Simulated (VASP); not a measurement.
Set up this calculation in VASP 6.6.1, as the native input.

```yaml
Task: single point
Functional: PBE
Potentials_or_basis: VASP PAW PBE potentials, release 64 (Rh_pv)
Cutoff: 520 eV
k_mesh: 22 × 22 × 22
Occupations: gaussian, width 0.15 eV
Spin: no spin polarisation
Dipole_correction: no
Further_INCAR_settings: ALGO = Fast; EDIFF = 1e-06; NBANDS = 14
```

The structure of Rh lies in POSCAR:

```
Rh
1.0
    0.0000000000      2.0646311916      1.9112290941
    2.0646311916      0.0000000000      1.9112290941
    2.0646311916      2.0646311916      0.0000000000
Rh
1
Direct
    0.0000000000      0.0000000000      0.0000000000
```

This cell differs from its parent crystal: volume 16.294 Å^3 an atom, c/a of the conventional cell 0.9257.

These files were run (other wordings do the same):

INCAR

```
PREC = Accurate
ENCUT = 520
EDIFF = 1E-6
ISMEAR = 0
SIGMA = 0.15
LREAL = False
LASPH = True
NELM = 100
ALGO = Fast
ISIF = 2
LWAVE = False
LCHARG = False
GGA = PE
NBANDS = 14
```

KPOINTS

```
Automatic mesh
0
Gamma
  22 22 22
```

Potentials or basis: VASP PAW PBE potentials, release 64 (Rh_pv).

Command:

```sh
$ cat potpaw_PBE.64/Rh_pv/POTCAR > POTCAR
$ mpirun -np 1 vasp_std > vasp.out
```

Results of the run:

```yaml
Pressure: -25.2 GPa
```

Run time: 55 s on 1 thread of Intel(R) Xeon(R) 6975P-C (Granite Rapids) (shared host), peak memory 0.28 GiB.
